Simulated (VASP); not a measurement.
Si2W (sol), 9 atoms in the cell. Symmetry: P6_222, No. 180, hexagonal system. The conventional cell has a = 4.576 Å, b = 4.576 Å, c = 6.604 Å, α = 90.00°, β = 90.00°, γ = 120.00°. Si (site symmetry 2) has 9 Si at 2.56 to 3.20 Å and 5 W at 2.57 to 2.66 Å within 3.4 Å. W (site symmetry 222) has 10 Si at 2.57 to 2.66 Å and 4 W at 3.18 Å within 3.4 Å. 

- Program: VASP 6.6.1
- Task: single point
- Functional: PBEsol
- Potentials or basis: VASP PAW PBE potentials, release 64 (Si, W_sv)
- Cutoff: 520 eV
- k mesh: 9 × 9 × 6
- Occupations: gaussian, width 0.1 eV
- Spin: no spin polarisation
- Dipole correction: no
- Further INCAR settings: ALGO = Normal; EDIFF = 1e-06; NBANDS = 43

Potentials or basis: VASP PAW PBE potentials, release 64 (Si, W_sv).

Run with:

```sh
$ cat potpaw_PBE.64/Si/POTCAR potpaw_PBE.64/W_sv/POTCAR > POTCAR
$ mpirun -np 1 vasp_std > vasp.out
```

Hardware: 1 thread of Intel(R) Xeon(R) 6975P-C (Granite Rapids) (shared host).

Problem. How long does it take, and how much memory?

Solution. Wall time 100 s on 1 thread of Intel(R) Xeon(R) 6975P-C (Granite Rapids) (shared host), peak memory 0.35 GiB. Counts: scf iterations 13, k points 48.
